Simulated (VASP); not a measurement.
# MgO (I4mm) in VASP: notebook

The runs below take MgO through single point, with LDA.

Program: VASP 6.6.1. These are calculated values, not measurements. Logs are shortened: lines on timing, memory, paths and dates and some standing lists are left out, and cuts for length are marked.

## Step 1: The cell of the first run

It takes space group I4mm (No. 107, tetragonal). The conventional cell has a = 3.020 Å, b = 3.020 Å, c = 4.270 Å, α = 90.00°, β = 90.00°, γ = 90.00°. Mg (site symmetry 4mm) has 6 O at 2.04 to 2.24 Å within 2.7 Å. Within 2.7 Å of O (site symmetry 4mm) lie 6 Mg at 2.04 to 2.24 Å.

## Step 2: Single point, LDA (all O atoms moved -0.100 Å, as atom 2 along Cartesian [0 0 1])

File INCAR:

```
PREC = Accurate
ENCUT = 520
EDIFF = 1E-6
ISMEAR = 0
SIGMA = 0.05
LREAL = F
LASPH = T
NELM = 100
ALGO = Normal
ISIF = 2
LWAVE = F
LCHARG = F
GGA = CA
NBANDS = 11
```

File KPOINTS:

```
regular mesh
0
Gamma
  10 10 10
```

File POSCAR:

```
MgO
1.0
    0.0000000000      2.1351500000      2.1351500000
    2.1351500000      0.0000000000      2.1351500000
    2.1351500000      2.1351500000      0.0000000000
Mg O
1 1
Direct
    0.0000000000      0.0000000000      0.0000000000
    0.4765824415      0.4765824415      0.5234175585
```

Potentials or basis: VASP PAW LDA potentials, release 64 (Mg, O).

The run is started by

```sh
cat potpaw_LDA.64/Mg/POTCAR potpaw_LDA.64/O/POTCAR > POTCAR
mpirun -np 1 vasp_std > vasp.out
```

OUTCAR:

```text
PREC = Accurate
   ENCUT = 520
   EDIFF = 1E-6
   ISMEAR = 0
   LREAL = F
   LASPH = T
   NELM = 100
   ISIF = 2
   GGA = CA

 ion  position               nearest neighbor table
   1  0.000  0.000  0.000-   2 2.04   2 2.14   2 2.14   2 2.14   2 2.14   2 2.24
   2  0.477  0.477  0.523-   1 2.04   1 2.14   1 2.14   1 2.14   1 2.14   1 2.24

  LATTYP: Found a face centered cubic cell.
 ALAT       =     4.2703000000

  Lattice vectors:

 A1 = (   0.0000000000,   2.1351500000,   2.1351500000)
 A2 = (   2.1351500000,   0.0000000000,   2.1351500000)
 A3 = (   2.1351500000,   2.1351500000,   0.0000000000)

Analysis of symmetry for initial positions (statically):
=====================================================================
 Subroutine PRICEL returns:
 Original cell was already a primitive cell.

 Routine SETGRP: Setting up the symmetry group for a
 face centered cubic supercell.

 Subroutine GETGRP returns: Found  8 space group operations
 (whereof  8 operations were pure point group operations)
 out of a pool of 48 trial point group operations.

The static configuration has the point symmetry C_4v.

Analysis of symmetry for dynamics (positions and initial velocities):
=====================================================================
 Subroutine PRICEL returns:
 Original cell was already a primitive cell.

 Routine SETGRP: Setting up the symmetry group for a
 face centered cubic supercell.

 Subroutine GETGRP returns: Found  8 space group operations
 (whereof  8 operations were pure point group operations)
 out of a pool of 48 trial point group operations.

The dynamic configuration has the point symmetry C_4v.

 Subroutine INISYM returns: Found  8 space group operations
 (whereof  8 operations are pure point group operations),
 and found     1 'primitive' translations

----------------------------------------------------------------------------------------

                                     Primitive cell

  volume of cell :      19.4677

  direct lattice vectors                    reciprocal lattice vectors
     0.000000000  2.135150000  2.135150000    -0.234175585  0.234175585  0.234175585
     2.135150000  0.000000000  2.135150000     0.234175585 -0.234175585  0.234175585
     2.135150000  2.135150000  0.000000000     0.234175585  0.234175585 -0.234175585

  length of vectors
     3.019558088  3.019558088  3.019558088     0.405604011  0.405604011  0.405604011

  position of ions in fractional coordinates (direct lattice)
     0.000000000  0.000000000  0.000000000
     0.476582441  0.476582441  0.523417559

  ion indices of the primitive-cell ions
   primitive index   ion index
                 1           1
                 2           2

----------------------------------------------------------------------------------------

 KPOINTS: regular mesh

Automatic generation of k-mesh.
 Grid dimensions read from file:
 generate k-points for:   10   10   10

 Generating k-lattice:

  Cartesian coordinates                     Fractional coordinates (reciprocal lattice)
    -0.023417558  0.023417558  0.023417558     0.100000000  0.000000000  0.000000000
     0.023417558 -0.023417558  0.023417558     0.000000000  0.100000000  0.000000000
     0.023417558  0.023417558 -0.023417558     0.000000000  0.000000000  0.100000000

  Length of vectors
     0.040560401  0.040560401  0.040560401

  Shift w.r.t. Gamma in fractional coordinates (k-lattice)
     0.000000000  0.000000000  0.000000000

 Subroutine IBZKPT returns following result:
 ===========================================

 Found    102 irreducible k-points:

 Following reciprocal coordinates:
            Coordinates               Weight
  0.000000  0.000000  0.000000      1.000000
  0.100000  0.000000  0.000000      8.000000
  0.200000  0.000000  0.000000      8.000000
  0.300000  0.000000  0.000000      8.000000
  0.400000  0.000000  0.000000      8.000000
  0.500000  0.000000  0.000000      4.000000
[... 16 lines left out ...]
 -0.100000  0.100000  0.000000      4.000000
  0.000000 -0.100000  0.100000      8.000000
 [... further k-points ...]
   k-points           NKPTS =    102   k-points in BZ     NKDIM =    102   number of bands    NBANDS=     11
   number of dos      NEDOS =    301   number of ions     NIONS =      2
   total plane-waves  NPLWV =  13824
   dimension x,y,z NGX =    24 NGY =   24 NGZ =   24
   dimension x,y,z NGXF=    48 NGYF=   48 NGZF=   48
   ions per type =               1   1
   NGX,Y,Z   is equivalent  to a cutoff of  13.21, 13.21, 13.21 a.u.
   NGXF,Y,Z  is equivalent  to a cutoff of  26.43, 26.43, 26.43 a.u.
 SYSTEM =  unknown system
   PREC   = accura    normal or accurate (medium, high low for compatibility)
   ISTART =      0    job   : 0-new  1-cont  2-samecut
   ICHARG =      2    charge: 1-file 2-atom 10-const
   ISPIN  =      1    spin polarized calculation?
   LNONCOLLINEAR =      F non collinear calculations
   LSORBIT =      F    spin-orbit coupling
   LASPH  =      T    aspherical Exc in radial PAW
   ENCUT  =  520.0 eV  38.22 Ry    6.18 a.u.   5.61  5.61  5.61*2*pi/ulx,y,z
   NELM   =    100;   NELMIN=  2; NELMDL= -5     # of ELM steps
   EDIFF  = 0.1E-05   stopping-criterion for ELM
   LREAL  =      F    real-space projection
   EDIFFG = 0.1E-04   stopping-criterion for IOM
   NSW    =      0    number of steps for IOM
   IBRION =     -1    ionic relax: 0-MD 1-quasi-New 2-CG
   NFREE  =      0    steps in history (QN), initial steepest desc. (CG)
   ISIF   =      2    stress and relaxation
   ISYM   =      2    0-nonsym 1-usesym 2-fastsym
   POTIM  = 0.5000    time-step for ionic-motion
   TEBEG  =    0.0;   TEEND  =   0.0 temperature during run
   PSTRESS=    0.0 pullay stress
   NELECT =       8.0000    total number of electrons
   NUPDOWN=      -1.0000    fix difference up-down
   EMIN   =  10.00;   EMAX   =-10.00  energy-range for DOS
   EFERMI =   0.00;   METHOD = LEGACY
   ISMEAR =     0;   SIGMA  =   0.05  broadening in eV -4-tet -1-fermi 0-gaus
   EFERMI_NEDOS =   21; number of points for ismear=-14 and -15
   IALGO  =     38    algorithm
   IMIX   =      4    mixing-type and parameters
     AMIX     =   0.40;   BMIX     =  1.00
     AMIX_MAG =   1.60;   BMIX_MAG =  1.00
  volume/ion in A,a.u.               =       9.73        65.69
  Fermi-wavevector in a.u.,A,eV,Ry     =   1.217119  2.300022 20.155386  1.481379
  Thomas-Fermi vector in A             =   2.352450
   LORBIT       =      0    0 simple, 1 ext, 2 COOP (PROOUT), +10 PAW based schemes
   GGA     = CA    functional components
   LHFCALC =     F    Hartree Fock is set to
   AEXX    =    0.0000 exact exchange contribution
   IVDW    =     0    specifies the selected vdW correction
   LEPSILON=     F    determine dielectric tensor
   LRPA    =     F    only Hartree local field effects (RPA)
 non-spin polarized calculation
 Gauss-broadening in eV      SIGMA  =   0.05
  energy-cutoff  :      520.00
  volume of cell :       19.47
 maximum number of plane-waves:       544
   NGX = 11   NGY = 11   NGZ = 11

 number of electron       8.0000002 magnetization

 Free energy of the ion-electron system (eV)
  ---------------------------------------------------
  ext. energy  EPLUGINS =         0.00000000
  ---------------------------------------------------
  free energy    TOTEN  =       -13.35270041 eV

  energy without entropy =      -13.35270041  energy(sigma->0) =      -13.35270041

 E-fermi :   2.8729     XC(G=0): -11.3908

 val. band max:        2.5657532423   @ k =   0.0000   0.0000   0.0000
 cond. band min:       6.8296980835   @ k =   0.0000   0.0000   0.0000
 fundamental gap:      4.2639448412
 Fermi energy:         2.8728877605

 k-point     1 :       0.0000    0.0000    0.0000
  band No.  band energies     occupation
      1     -14.2221      2.00000
      2       2.5516      2.00000
      3       2.5658      2.00000
      4       2.5658      2.00000
      5       6.8297      0.00000
      6      17.8921      0.00000
      7      17.9114      0.00000
      8      17.9114      0.00000
      9      21.7711      0.00000
     10      23.3933      0.00000
     11      23.4110      0.00000

 k-point     2 :       0.1000    0.0000    0.0000
  band No.  band energies     occupation
      1     -14.1197      2.00000
      2       1.9069      2.00000
      3       2.4969      2.00000
      4       2.5025      2.00000
      5       7.4587      0.00000
      6      16.6690      0.00000
      7      18.1241      0.00000
      8      18.1307      0.00000
      9      22.5699      0.00000
     10      22.5978      0.00000
     11      23.3279      0.00000

 k-point     3 :       0.2000    0.0000    0.0000
  band No.  band energies     occupation
      1     -13.8381      2.00000
      2       0.6139      2.00000
      3       2.3366      2.00000
      4       2.3423      2.00000
      5       8.6408      0.00000
      6      15.1499      0.00000
      7      18.5269      0.00000
      8      18.5388      0.00000
      9      21.8737      0.00000
     10      21.9200      0.00000
     11      23.8653      0.00000

 k-point     4 :       0.3000    0.0000    0.0000
  band No.  band energies     occupation
      1     -13.4579      2.00000
      2      -0.6672      2.00000
      3       2.1479      2.00000
      4       2.1536      2.00000
      5       9.5874      0.00000
      6      14.3865      0.00000
      7      18.5426      0.00000
      8      18.5454      0.00000
      9      22.3543      0.00000
     10      22.3776      0.00000
     11      23.2504      0.00000
[... 239 lines left out ...]
 k-point    22 :       0.0000   -0.2000    0.1000
  band No.  band energies     occupation
      1     -13.6450      2.00000
      2       0.0957      2.00000
      3       1.9260      2.00000
      4       2.3020      2.00000
      5       9.3740      0.00000
      6      14.5728      0.00000
      7      17.9488      0.00000
      8      19.1160      0.00000
      9      20.6903      0.00000
     10      22.7645      0.00000
     11      24.8369      0.00000

 k-point    23 :      -0.1000    0.1000    0.0000
  band No.  band energies     occupation
      1     -13.9582      2.00000
      2       1.1987      2.00000
      3       2.2400      2.00000
      4       2.4589      2.00000
      5       8.2522      0.00000
      6      15.6102      0.00000
      7      18.1948      0.00000
      8      18.5484      0.00000
      9      21.1897      0.00000
     10      22.6888      0.00000
     11      24.6974      0.00000

 k-point    24 :       0.0000   -0.1000    0.1000
  band No.  band energies     occupation
      1     -13.9582      2.00000
      2       1.2014      2.00000
      3       2.2430      2.00000
      4       2.4541      2.00000
      5       8.2446      0.00000
      6      15.6205      0.00000
      7      18.1818      0.00000
      8      18.5583      0.00000
      9      21.2467      0.00000
     10      22.6820      0.00000
     11      24.6183      0.00000

 [... further k-points ...]
[... 5 lines left out ...]
  --------------------------------------------------------------------------------------
  -------------------------------------------------------------------------------------
  Total       -1.6173602     -1.6173602     -1.2570407      0.0000000     -0.0000000      0.0000000
  in kB     -133.1073903   -133.1073903   -103.4533938      0.0000000     -0.0000000      0.0000000
  external PRESSURE =    -123.2227248 kB  Pullay stress =       0.0000000 kB

 VOLUME and BASIS-vectors are now :
 -----------------------------------------------------------------------------
  energy-cutoff  :      520.00
  volume of cell :       19.47
      direct lattice vectors                 reciprocal lattice vectors
     0.000000000  2.135150000  2.135150000    -0.234175585  0.234175585  0.234175585
     2.135150000  0.000000000  2.135150000     0.234175585 -0.234175585  0.234175585
     2.135150000  2.135150000  0.000000000     0.234175585  0.234175585 -0.234175585

 POSITION                                       TOTAL-FORCE (eV/Angst)
 -----------------------------------------------------------------------------------
      0.00000      0.00000      0.00000         0.000000      0.000000     -0.440349
      2.13515      2.13515      2.03515         0.000000      0.000000      0.440349
 -----------------------------------------------------------------------------------
    total drift:                                0.000001      0.000001      0.000750

  FREE ENERGIE OF THE ION-ELECTRON SYSTEM (eV)
  ---------------------------------------------------
  free  energy   TOTEN  =       -13.3527004071 eV

  energy  without entropy=      -13.3527004071  energy(sigma->0) =      -13.35270041
```

Wall time 28 s (1 thread of AMD EPYC 7R43 (Zen 3), shared host); peak memory 0.1 GiB.

Results:

- Free energy: -13.3527 eV
- Pressure: -12.3 GPa
- Largest force: 0.440 eV/Å
- Band gap on the k mesh: 4.26 eV, direct

Forces on the atoms (eV/Å):
```
Mg   0.000  0.000 -0.440
O    0.000  0.000  0.440
```

Stress tensor (GPa, compression positive):
```
-13.31   0.00   0.00
  0.00 -13.31   0.00
  0.00   0.00 -10.35
```

Caveat: the cell differs from its parent crystal (all O atoms moved -0.100 Å, as atom 2 along Cartesian [0 0 1]).

(Continued in part 2 of 2.)
